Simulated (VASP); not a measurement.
# SrO (P6_3mc) in VASP: further runs

The runs below take SrO through single point, with PBEsol.

Everything below comes from runs of VASP 6.6.1. Logs are shortened: lines on timing, memory, paths and dates and some standing lists are left out, and cuts for length are marked.

### 1 The cell of the first run

It takes space group P6_3mc (No. 186, hexagonal). The conventional cell has a = 4.275 Å, b = 4.275 Å, c = 5.156 Å, α = 90.00°, β = 90.00°, γ = 120.00°. Sr (site symmetry 3m) has 5 O at 2.47 to 2.58 Å within 3.3 Å. O (site symmetry 3m) has 5 Sr at 2.47 to 2.58 Å within 3.3 Å.

### 2 Single point, PBEsol

INCAR

```
SYSTEM = SrO
  PREC = Accurate
  ENCUT = 520
  EDIFF = 1E-6
  ISMEAR = 0
  SIGMA = 0.01
  LREAL = .False.
  LASPH = .True.
  NELM = 60
  ALGO = Normal
  ISIF = 2
  LWAVE = .False.
  LCHARG = .False.
  GGA = PS
  NBANDS = 24
```

KPOINTS

```
Automatic mesh
0
Gamma
  5 5 4
  0 0 0
```

POSCAR

```
SrO
1.0
    4.2754660000      0.0000000000      0.0000000000
   -2.1377330000      3.7026621690      0.0000000000
    0.0000000000      0.0000000000      5.1555950000
Sr O
2 2
Direct
    0.3333333333      0.6666666667      0.9381280000
    0.6666666667      0.3333333333      0.4381280000
    0.3333333333      0.6666666667      0.4368720000
    0.6666666667      0.3333333333      0.9368720000
```

Potentials or basis: VASP PAW PBE potentials, release 64 (Sr_sv, O).

Launch:

```sh
> cat potpaw_PBE.64/Sr_sv/POTCAR potpaw_PBE.64/O/POTCAR > POTCAR
> mpirun -np 1 vasp_std > vasp.out
```

OUTCAR:

```text
SYSTEM = SrO
   PREC = Accurate
   ENCUT = 520
   EDIFF = 1E-6
   ISMEAR = 0
   LREAL = .False.
   LASPH = .True.
   NELM = 60
   ISIF = 2
   GGA = PS

 ion  position               nearest neighbor table
   1  0.333  0.667  0.938-   4 2.47   4 2.47   4 2.47   3 2.57   3 2.58   2 3.57   2 3.57   2 3.57
                             2 3.57   2 3.57   2 3.57
   2  0.667  0.333  0.438-   3 2.47   3 2.47   3 2.47   4 2.57   4 2.58   1 3.57   1 3.57   1 3.57
                             1 3.57   1 3.57   1 3.57
   3  0.333  0.667  0.437-   2 2.47   2 2.47   2 2.47   1 2.57   1 2.58
   4  0.667  0.333  0.937-   1 2.47   1 2.47   1 2.47   2 2.57   2 2.58

  LATTYP: Found a hexagonal cell.
 ALAT       =     4.2754660000
 C/A-ratio  =     1.2058556892

  Lattice vectors:

 A1 = (   4.2754660000,   0.0000000000,   0.0000000000)
 A2 = (  -2.1377330000,   3.7026621690,   0.0000000000)
 A3 = (   0.0000000000,   0.0000000000,   5.1555950000)

Analysis of symmetry for initial positions (statically):
=====================================================================
 Subroutine PRICEL returns:
 Original cell was already a primitive cell.

 Routine SETGRP: Setting up the symmetry group for a
 hexagonal supercell.

 Subroutine GETGRP returns: Found 12 space group operations
 (whereof  6 operations were pure point group operations)
 out of a pool of 24 trial point group operations.

The static configuration has the point symmetry C_3v.
 The point group associated with its full space group is C_6v.

Analysis of symmetry for dynamics (positions and initial velocities):
=====================================================================
 Subroutine PRICEL returns:
 Original cell was already a primitive cell.

 Routine SETGRP: Setting up the symmetry group for a
 hexagonal supercell.

 Subroutine GETGRP returns: Found 12 space group operations
 (whereof  6 operations were pure point group operations)
 out of a pool of 24 trial point group operations.

The dynamic configuration has the point symmetry C_3v.
 The point group associated with its full space group is C_6v.

 Subroutine INISYM returns: Found 12 space group operations
 (whereof  6 operations are pure point group operations),
 and found     1 'primitive' translations

----------------------------------------------------------------------------------------

                                     Primitive cell

  volume of cell :      81.6162

  direct lattice vectors                    reciprocal lattice vectors
     4.275466000  0.000000000  0.000000000     0.233892633  0.135037975  0.000000000
    -2.137733000  3.702662169  0.000000000     0.000000000  0.270075949  0.000000000
     0.000000000  0.000000000  5.155595000     0.000000000  0.000000000  0.193964033

  length of vectors
     4.275466000  4.275466000  5.155595000     0.270075949  0.270075949  0.193964033

  position of ions in fractional coordinates (direct lattice)
     0.333333333  0.666666667  0.938128000
     0.666666667  0.333333333  0.438128000
     0.333333333  0.666666667  0.436872000
     0.666666667  0.333333333  0.936872000

  ion indices of the primitive-cell ions
   primitive index   ion index
                 1           1
                 2           2
                 3           3
                 4           4

----------------------------------------------------------------------------------------

 KPOINTS: Automatic mesh

Automatic generation of k-mesh.
 Grid dimensions read from file:
 generate k-points for:    5    5    4

 Generating k-lattice:

  Cartesian coordinates                     Fractional coordinates (reciprocal lattice)
     0.046778527  0.027007595  0.000000000     0.200000000  0.000000000  0.000000000
     0.000000000  0.054015190  0.000000000     0.000000000  0.200000000  0.000000000
     0.000000000  0.000000000  0.048491008     0.000000000  0.000000000  0.250000000

  Length of vectors
     0.054015190  0.054015190  0.048491008

  Shift w.r.t. Gamma in fractional coordinates (k-lattice)
     0.000000000  0.000000000  0.000000000

 Subroutine IBZKPT returns following result:
 ===========================================

 Found     15 irreducible k-points:

 Following reciprocal coordinates:
            Coordinates               Weight
  0.000000  0.000000  0.000000      1.000000
  0.200000 -0.000000  0.000000      6.000000
  0.400000 -0.000000  0.000000      6.000000
  0.200000  0.200000  0.000000      6.000000
  0.400000  0.200000  0.000000      6.000000
  0.000000  0.000000  0.250000      2.000000
  0.200000 -0.000000  0.250000     12.000000
  0.400000 -0.000000  0.250000     12.000000
  0.200000  0.200000  0.250000     12.000000
  0.400000  0.200000  0.250000     12.000000
  0.000000  0.000000  0.500000      1.000000
  0.200000 -0.000000  0.500000      6.000000
  0.400000 -0.000000  0.500000      6.000000
  0.200000  0.200000  0.500000      6.000000
  0.400000  0.200000  0.500000      6.000000
   k-points           NKPTS =     15   k-points in BZ     NKDIM =     15   number of bands    NBANDS=     24
   number of dos      NEDOS =    301   number of ions     NIONS =      4
   total plane-waves  NPLWV =  40960
   dimension x,y,z NGX =    32 NGY =   32 NGZ =   40
   dimension x,y,z NGXF=    64 NGYF=   64 NGZF=   80
   ions per type =               2   2
   NGX,Y,Z   is equivalent  to a cutoff of  12.44, 12.44, 12.90 a.u.
   NGXF,Y,Z  is equivalent  to a cutoff of  24.89, 24.89, 25.80 a.u.
 SYSTEM =  SrO
   PREC   = accura    normal or accurate (medium, high low for compatibility)
   ISTART =      0    job   : 0-new  1-cont  2-samecut
   ICHARG =      2    charge: 1-file 2-atom 10-const
   ISPIN  =      1    spin polarized calculation?
   LNONCOLLINEAR =      F non collinear calculations
   LSORBIT =      F    spin-orbit coupling
   LASPH  =      T    aspherical Exc in radial PAW
   ENCUT  =  520.0 eV  38.22 Ry    6.18 a.u.   7.95  7.95  9.59*2*pi/ulx,y,z
   NELM   =     60;   NELMIN=  2; NELMDL= -5     # of ELM steps
   EDIFF  = 0.1E-05   stopping-criterion for ELM
   LREAL  =      F    real-space projection
   EDIFFG = 0.1E-04   stopping-criterion for IOM
   NSW    =      0    number of steps for IOM
   IBRION =     -1    ionic relax: 0-MD 1-quasi-New 2-CG
   NFREE  =      0    steps in history (QN), initial steepest desc. (CG)
   ISIF   =      2    stress and relaxation
   ISYM   =      2    0-nonsym 1-usesym 2-fastsym
   POTIM  = 0.5000    time-step for ionic-motion
   TEBEG  =    0.0;   TEEND  =   0.0 temperature during run
   PSTRESS=    0.0 pullay stress
   NELECT =      32.0000    total number of electrons
   NUPDOWN=      -1.0000    fix difference up-down
   EMIN   =  10.00;   EMAX   =-10.00  energy-range for DOS
   EFERMI =   0.00;   METHOD = LEGACY
   ISMEAR =     0;   SIGMA  =   0.01  broadening in eV -4-tet -1-fermi 0-gaus
   EFERMI_NEDOS =   21; number of points for ismear=-14 and -15
   IALGO  =     38    algorithm
   IMIX   =      4    mixing-type and parameters
     AMIX     =   0.40;   BMIX     =  1.00
     AMIX_MAG =   1.60;   BMIX_MAG =  1.00
  volume/ion in A,a.u.               =      20.40       137.69
  Fermi-wavevector in a.u.,A,eV,Ry     =   1.198209  2.264287 19.533962  1.435706
  Thomas-Fermi vector in A             =   2.334104
   LORBIT       =      0    0 simple, 1 ext, 2 COOP (PROOUT), +10 PAW based schemes
   GGA     = PS    functional components
   LHFCALC =     F    Hartree Fock is set to
   AEXX    =    0.0000 exact exchange contribution
   IVDW    =     0    specifies the selected vdW correction
   LEPSILON=     F    determine dielectric tensor
   LRPA    =     F    only Hartree local field effects (RPA)
 non-spin polarized calculation
 Gauss-broadening in eV      SIGMA  =   0.01
  energy-cutoff  :      520.00
  volume of cell :       81.62
 maximum number of plane-waves:      2218
 NGX is ok and might be reduce to    32
   NGX = 15   NGY = 15   NGZ = 19

 number of electron      32.0000007 magnetization

 Free energy of the ion-electron system (eV)
  ---------------------------------------------------
  ext. energy  EPLUGINS =         0.00000000
  ---------------------------------------------------
  free energy    TOTEN  =       -24.97508959 eV

  energy without entropy =      -24.97508959  energy(sigma->0) =      -24.97508959

 E-fermi :   0.7112     XC(G=0):  -9.1749

 val. band max:        0.5961652548   @ k =   0.0000   0.0000   0.0000
 cond. band min:       3.0999386428   @ k =   0.0000   0.0000   0.0000
 fundamental gap:      2.5037733881
 Fermi energy:         0.7111894697

 k-point     1 :       0.0000    0.0000    0.0000
  band No.  band energies     occupation
      1     -31.6867      2.00000
      2     -31.5178      2.00000
      3     -14.3417      2.00000
      4     -14.3392      2.00000
      5     -14.2529      2.00000
      6     -13.8523      2.00000
[... 16 lines left out ...]
     23       9.1314      0.00000
     24       9.3695      0.00000

 k-point     2 :       0.2000   -0.0000    0.0000
  band No.  band energies     occupation
      1     -31.6665      2.00000
      2     -31.5257      2.00000
      3     -14.9234      2.00000
      4     -14.8408      2.00000
      5     -14.1788      2.00000
      6     -13.9034      2.00000
[... 16 lines left out ...]
     23       9.0050      0.00000
     24       9.1079      0.00000

 k-point     3 :       0.4000   -0.0000    0.0000
  band No.  band energies     occupation
      1     -31.6234      2.00000
      2     -31.5486      2.00000
      3     -15.3823      2.00000
      4     -15.2916      2.00000
      5     -13.9963      2.00000
      6     -13.9773      2.00000
[... 16 lines left out ...]
     23       9.1190      0.00000
     24       9.2565      0.00000

 k-point     4 :       0.2000    0.2000    0.0000
  band No.  band energies     occupation
      1     -31.6336      2.00000
      2     -31.5423      2.00000
      3     -15.2865      2.00000
      4     -15.2228      2.00000
      5     -14.0417      2.00000
      6     -14.0073      2.00000
[... 16 lines left out ...]
     23       9.0256      0.00000
     24       9.4806      0.00000

 k-point     5 :       0.4000    0.2000    0.0000
  band No.  band energies     occupation
      1     -31.6003      2.00000
      2     -31.5656      2.00000
      3     -15.4506      2.00000
      4     -15.4032      2.00000
      5     -14.0852      2.00000
      6     -13.8879      2.00000
[... 16 lines left out ...]
     23       8.9268      0.00000
     24       9.3975      0.00000

 k-point     6 :       0.0000    0.0000    0.2500
  band No.  band energies     occupation
      1     -31.6617      2.00000
      2     -31.5422      2.00000
      3     -14.9386      2.00000
      4     -14.7519      2.00000
      5     -13.8080      2.00000
      6     -13.8080      2.00000
[... 16 lines left out ...]
     23       9.3473      0.00000
     24       9.3473      0.00000
[... 136 lines left out ...]
 k-point    12 :       0.2000   -0.0000    0.5000
  band No.  band energies     occupation
      1     -31.5951      2.00000
      2     -31.5951      2.00000
      3     -15.3847      2.00000
      4     -15.3847      2.00000
      5     -13.7265      2.00000
      6     -13.7265      2.00000
[... 16 lines left out ...]
     23       9.4896      0.00000
     24       9.4896      0.00000

 k-point    13 :       0.4000   -0.0000    0.5000
  band No.  band energies     occupation
      1     -31.5845      2.00000
      2     -31.5845      2.00000
      3     -15.7351      2.00000
      4     -15.7351      2.00000
      5     -13.7671      2.00000
      6     -13.7671      2.00000
[... 16 lines left out ...]
     23       9.2763      0.00000
     24       9.2763      0.00000

 k-point    14 :       0.2000    0.2000    0.5000
  band No.  band energies     occupation
      1     -31.5865      2.00000
      2     -31.5865      2.00000
      3     -15.6695      2.00000
      4     -15.6695      2.00000
      5     -13.7933      2.00000
      6     -13.7933      2.00000
[... 16 lines left out ...]
     23       8.9420      0.00000
     24       8.9420      0.00000

 k-point    15 :       0.4000    0.2000    0.5000
  band No.  band energies     occupation
      1     -31.5812      2.00000
      2     -31.5812      2.00000
      3     -15.8136      2.00000
      4     -15.8136      2.00000
      5     -13.8436      2.00000
      6     -13.8436      2.00000
[... 16 lines left out ...]
     23       9.7564      0.00000
     24       9.7564      0.00000

------------------------ aborting loop because EDIFF is reached ----------------------------------------

  FORCE on cell =-STRESS in cart. coord.  units (eV):
  Direction    XX          YY          ZZ          XY          YZ          ZX
  --------------------------------------------------------------------------------------
  -------------------------------------------------------------------------------------
  Total       -0.7330322     -0.7330322     -0.8077413      0.0000000      0.0000000      0.0000000
  in kB      -14.3898841    -14.3898841    -15.8564707      0.0000000      0.0000000      0.0000000
  external PRESSURE =     -14.8787463 kB  Pullay stress =       0.0000000 kB

 VOLUME and BASIS-vectors are now :
 -----------------------------------------------------------------------------
  energy-cutoff  :      520.00
  volume of cell :       81.62
      direct lattice vectors                 reciprocal lattice vectors
     4.275466000  0.000000000  0.000000000     0.233892633  0.135037975  0.000000000
    -2.137733000  3.702662169  0.000000000     0.000000000  0.270075949  0.000000000
     0.000000000  0.000000000  5.155595000     0.000000000  0.000000000  0.193964033

 POSITION                                       TOTAL-FORCE (eV/Angst)
 -----------------------------------------------------------------------------------
     -0.00000      2.46844      4.83661        -0.000000      0.000000     -0.012511
      2.13773      1.23422      2.25881         0.000000      0.000000     -0.012511
     -0.00000      2.46844      2.25234         0.000000      0.000000      0.012511
      2.13773      1.23422      4.83013        -0.000000      0.000000      0.012511
 -----------------------------------------------------------------------------------
    total drift:                               -0.000000      0.000000      0.000358

  FREE ENERGIE OF THE ION-ELECTRON SYSTEM (eV)
  ---------------------------------------------------
  free  energy   TOTEN  =       -24.9750895883 eV

  energy  without entropy=      -24.9750895883  energy(sigma->0) =      -24.97508959
```

It took 12 s on 1 thread of Intel Xeon 6975P-C (Granite Rapids), shared host; peak memory 0.2 GiB.

Results:

| Property | Result |
| --- | --- |
| Free energy | -24.9751 eV |
| Pressure | -1.5 GPa |
| Largest force | 0.013 eV/Å |
| Band gap on the k mesh | 2.50 eV, direct |

Forces in eV/Å, atoms in the order of the input:
```
Sr   0.000  0.000 -0.013
Sr   0.000  0.000 -0.013
O    0.000  0.000  0.013
O    0.000  0.000  0.013
```

Caveat: the PAW data sets were made with another functional, which shifts forces and pressure a little.

### 3 Single point, PBEsol, non-collinear spin, zero start, spin-orbit coupling

INCAR

```
SYSTEM = SrO
PREC = Accurate
ENCUT = 520
EDIFF = 1E-6
ISMEAR = 0
SIGMA = 0.01
LREAL = .False.
LASPH = .True.
NELM = 150
ALGO = Normal
ISIF = 2
LWAVE = .False.
LCHARG = .False.
MAGMOM = 0 0 0 0 0 0 0 0 0 0 0 0
LORBIT = 11
LSORBIT = .True.
GGA_COMPAT = .False.
LORBMOM = .True.
GGA = PS
NBANDS = 46
```

KPOINTS

```
regular mesh
0
Gamma
  5 5 4
  0 0 0
```

POSCAR is that of step 2.

Potentials or basis: VASP PAW PBE potentials, release 64 (Sr_sv, O).

Launch:

```sh
> cat potpaw_PBE.64/Sr_sv/POTCAR potpaw_PBE.64/O/POTCAR > POTCAR
> mpirun -np 1 vasp_ncl > vasp.out
```

OUTCAR:

```text
SYSTEM = SrO
   PREC = Accurate
   ENCUT = 520
   EDIFF = 1E-6
   ISMEAR = 0
   LREAL = .False.
   LASPH = .True.
   NELM = 150
   ISIF = 2
   LORBIT = 11
   LSORBIT = .True.
   GGA = PS

 ion  position               nearest neighbor table
   1  0.333  0.667  0.938-   4 2.47   4 2.47   4 2.47   3 2.57   3 2.58   2 3.57   2 3.57   2 3.57
                             2 3.57   2 3.57   2 3.57
   2  0.667  0.333  0.438-   3 2.47   3 2.47   3 2.47   4 2.57   4 2.58   1 3.57   1 3.57   1 3.57
                             1 3.57   1 3.57   1 3.57
   3  0.333  0.667  0.437-   2 2.47   2 2.47   2 2.47   1 2.57   1 2.58
   4  0.667  0.333  0.937-   1 2.47   1 2.47   1 2.47   2 2.57   2 2.58

  LATTYP: Found a hexagonal cell.
 ALAT       =     4.2754660000
 C/A-ratio  =     1.2058556892
[... 1295 lines left out ...]
     0.0000000     0.0000000     0.0000000     0.0000000     0.0000000     0.0000000     0.0000000
     0.0000000     0.0000000     0.0000000     0.0000000     0.0000000     0.0000000     0.0000000
     0.0000000     0.0000000     0.0000000     0.0000000     0.0000000     0.0000000     0.0000000

 total charge

# of ion       s       p       d       tot
------------------------------------------
    1        2.015   5.795   0.271   8.081
    2        2.015   5.795   0.271   8.081
    3        1.550   3.398   0.000   4.948
    4        1.550   3.398   0.000   4.948
--------------------------------------------------
tot          7.131  18.385   0.541  26.058

 magnetization (x)

# of ion       s       p       d       tot
------------------------------------------
    1       -0.000   0.000  -0.000   0.000
    2       -0.000   0.000   0.000   0.000
    3        0.000  -0.000   0.000  -0.000
    4       -0.000  -0.000   0.000  -0.000
--------------------------------------------------
tot          0.000   0.000  -0.000  -0.000

 magnetization (y)

# of ion       s       p       d       tot
------------------------------------------
    1        0.000   0.000   0.000   0.000
    2        0.000   0.000   0.000   0.000
    3       -0.000   0.000   0.000  -0.000
    4       -0.000   0.000   0.000  -0.000
--------------------------------------------------
tot         -0.000   0.000   0.000  -0.000

 magnetization (z)

# of ion       s       p       d       tot
------------------------------------------
    1        0.000   0.000  -0.000  -0.000
    2       -0.000   0.000  -0.000  -0.000
    3       -0.000   0.000   0.000   0.000
    4       -0.000  -0.000   0.000  -0.000
--------------------------------------------------
tot         -0.000   0.000  -0.000  -0.000
```

OSZICAR:

```text
N       E                     dE             d eps       ncg     rms          rms(c)
DAV:   1     0.214030067848E+03    0.21403E+03   -0.16139E+04  1848   0.131E+03
DAV:   2    -0.121581202344E+02   -0.22619E+03   -0.21398E+03  2276   0.315E+02
DAV:   3    -0.296625185422E+02   -0.17504E+02   -0.17403E+02  2626   0.789E+01
DAV:   4    -0.304008109872E+02   -0.73829E+00   -0.73667E+00  2808   0.141E+01
DAV:   5    -0.304307476385E+02   -0.29937E-01   -0.29933E-01  2588   0.196E+00    0.330E+01
DAV:   6    -0.254923984694E+02    0.49383E+01   -0.24502E+01  2282   0.263E+01    0.352E+01
DAV:   7    -0.252907870308E+02    0.20161E+00   -0.21228E+00  2264   0.872E+00    0.208E+01
DAV:   8    -0.251573555880E+02    0.13343E+00   -0.64315E-01  2210   0.547E+00    0.353E+00
DAV:   9    -0.251439776025E+02    0.13378E-01   -0.39997E-02  2456   0.137E+00    0.159E+00
DAV:  10    -0.251472197215E+02   -0.32421E-02   -0.14001E-02  2562   0.641E-01    0.400E-01
DAV:  11    -0.251505083031E+02   -0.32886E-02   -0.22933E-03  2184   0.301E-01    0.276E-01
DAV:  12    -0.251510415150E+02   -0.53321E-03   -0.69228E-04  2200   0.145E-01    0.108E-01
DAV:  13    -0.251511121950E+02   -0.70680E-04   -0.72471E-05  2440   0.455E-02    0.629E-02
DAV:  14    -0.251511512688E+02   -0.39074E-04   -0.48597E-05  2096   0.429E-02    0.163E-02
DAV:  15    -0.251511535523E+02   -0.22835E-05   -0.68585E-06  2576   0.149E-02    0.296E-03
DAV:  16    -0.251511535235E+02    0.28738E-07   -0.20266E-07  1584   0.294E-03
   1 F= -.25151154E+02 E0= -.25151154E+02  d E =-.999198E-67  mag=     0.0000     0.0000     0.0000
```

It took 76 s on 1 thread of Intel Xeon 6975P-C (Granite Rapids), shared host; peak memory 0.41 GiB.

What came out:

- Free energy: -25.1512 eV
- Pressure: -1.5 GPa
- Largest force: 0.012 eV/Å
- Net moment: 0.00 μB per cell
- Valence electrons inside the program's atomic spheres: Sr 8.08; O 4.95

Forces in eV/Å, atoms in the order of the input:
```
Sr   0.000  0.000 -0.012
Sr   0.000  0.000 -0.012
O    0.000  0.000  0.012
O    0.000  0.000  0.012
```

Stress tensor (GPa, compression positive):
```
-1.44  0.00  0.00
 0.00 -1.44  0.00
 0.00  0.00 -1.59
```

Moments on the atoms (μB; x, y, z):
```
Sr  0.00 0.00 0.00
Sr  0.00 0.00 0.00
O   0.00 0.00 0.00
O   0.00 0.00 0.00
```

Caveat: the PAW data sets were made with another functional, which shifts forces and pressure a little.
